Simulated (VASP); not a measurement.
Zr12H (a cell with a defect), 13 atoms in the cell. The cell holds a defect, 13 atoms: a = 6.460 Å, b = 9.690 Å, c = 5.145 Å, α = 90.00°, β = 90.00°, γ = 120.00°. 

```yaml
Program: VASP 6.6.1
Task: single point
Functional: PBEsol
Potentials_or_basis: VASP PAW PBE potentials, release 64 (Zr_sv, H)
Cutoff: 520 eV
k_mesh: 3 × 2 × 3
Occupations: gaussian, width 0.05 eV
Spin: no spin polarisation
Dipole_correction: no
Further_INCAR_settings: ALGO = Normal; EDIFF = 1e-06; NBANDS = 84
```

Potentials or basis: VASP PAW PBE potentials, release 64 (Zr_sv, H).

Run with:

```console
$ cat potpaw_PBE.64/Zr_sv/POTCAR potpaw_PBE.64/H/POTCAR > POTCAR
$ mpirun -np 1 vasp_std > vasp.out
```

Hardware: 1 thread of Intel(R) Xeon(R) 6975P-C (Granite Rapids) (shared host).

**Question.** How long does it take, and how much memory?

**Answer.** It took 3.6 min on 1 thread of Intel(R) Xeon(R) 6975P-C (Granite Rapids) (shared host), peak memory 0.41 GiB. Counts: scf iterations 17, k points 10.
